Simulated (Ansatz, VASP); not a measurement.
**Be: VASP beside Ansatz**

```
Be
1.0
     2.45123    0.00000    0.00000
    -1.22562    2.12283    0.00000
     0.00000    0.00000    2.22528
Be
1
Direct
  0.00000 0.00000 0.00000
```

Alike in both runs: task single point; functional PBEsol; k mesh 9 × 9 × 8; occupations gaussian, width 0.1 eV; no spin polarisation.

```csv
,VASP,Ansatz
version,VASP 6.6.1,Ansatz 0.2.0
potentials or method,"VASP PAW PBE potentials, release 64 (Be), cutoff 600 eV","scalar-relativistic, plane waves, PAW"
valence electrons in the cell,2,2
```

VASP gave:

- gap on the k mesh at the Fermi level (eV): none
- pressure (GPa): -13.5
- traceless stress, the component that is largest in VASP (GPa): 16.38

What did Ansatz give for the same quantities?

gap on the k mesh at the Fermi level (eV): none; pressure (GPa): -13.6; traceless stress, the component that is largest in VASP (GPa): 16.32.

VASP's potentials were made for PBE, not for PBEsol. A gap of «none» marks a metal or a gap that the smearing closes. The functional is the same, so the differences come from potentials, cutoffs and numerics.
